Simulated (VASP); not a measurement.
Here is a VASP 6.6.1 calculation.

POSCAR

```
LiH
1.0
    0.0000000000      2.0023334909      2.0023334909
    2.0023334909      0.0000000000      2.0023334909
    2.0023334909      2.0023334909      0.0000000000
Li H
1 1
Direct
    0.0000000000      0.0000000000      0.0000000000
    0.5000000000      0.5000000000      0.5000000000
```

File INCAR.step1:

```
SYSTEM = LiH
ALGO = Normal ; EDIFF = 1E-4
ENCUT = 520 ; GGA = PE
ISMEAR = 0 ; LASPH = .TRUE.
LCHARG = .FALSE. ; LREAL = .FALSE.
LWAVE = .TRUE. ; NBANDS = 9
NELM = 80 ; PREC = Accurate
SIGMA = 0.02
```

The input INCAR.step2:

```
SYSTEM = LiH
ALGO = Normal ; EDIFF = 1E-6
ENCUT = 520 ; ISIF = 2
ISMEAR = 0 ; ISTART = 1
LASPH = .TRUE. ; LCHARG = .FALSE.
LMIXTAU = .TRUE. ; LREAL = .FALSE.
LWAVE = .FALSE. ; METAGGA = R2SCAN
NBANDS = 9 ; NELM = 80
PREC = Accurate ; SIGMA = 0.02
```

Contents of KPOINTS:

```
k-points
0
G
  10 10 10
  0 0 0
```

Potentials or basis: VASP PAW PBE potentials, release 64 (Li_sv, H).

Launch:

```bash
$ cat potpaw_PBE.64/Li_sv/POTCAR potpaw_PBE.64/H/POTCAR > POTCAR
$ cp INCAR.step1 INCAR
$ mpirun -np 1 vasp_std > vasp.out
$ cp INCAR.step2 INCAR
$ mpirun -np 1 vasp_std > vasp.out
```

Task: Estimate the band gap on the k mesh.

Result: 3.58 eV, direct.

Caveat: the PAW data sets were made with another functional, which shifts forces and pressure a little. r2SCAN opens gaps a little over a GGA but as a rule still falls short of measured ones.
